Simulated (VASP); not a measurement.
Input of a VASP 6.6.1 run:

Contents of INCAR:

```
PREC = Accurate
ENCUT = 520
EDIFF = 1E-6
ISMEAR = 0
SIGMA = 0.1
LREAL = False
LASPH = True
NELM = 80
ALGO = Normal
ISIF = 2
LWAVE = False
LCHARG = True
GGA = PE
LELF = True
LVHAR = True
NBANDS = 12
```

The input KPOINTS:

```
regular mesh
0
Gamma
  2 2 2
```

File POSCAR:

```
Cd
1.0
    1.6498147024      0.9525209625      2.5129335346
   -1.6498147024      0.9525209625      2.5129335346
    0.0000000000     -1.9050419251      2.5129335346
Cd
1
Direct
    0.0000000000      0.0000000000      0.0000000000
```

Potentials or basis: VASP PAW PBE potentials, release 64 (Cd).

Launch:

```console
$ cat potpaw_PBE.64/Cd/POTCAR > POTCAR
$ mpirun -np 1 vasp_std > vasp.out
```

(1) Estimate the pressure.

(2) Estimate the band gap on the k mesh.

Answers

(1) 5.6 GPa.

(2) zero (band 6 reaches 1.67 eV, above the bottom of band 7 at 0.57 eV).

Caveat: the k points lie up to 1.18 Å⁻¹ apart.
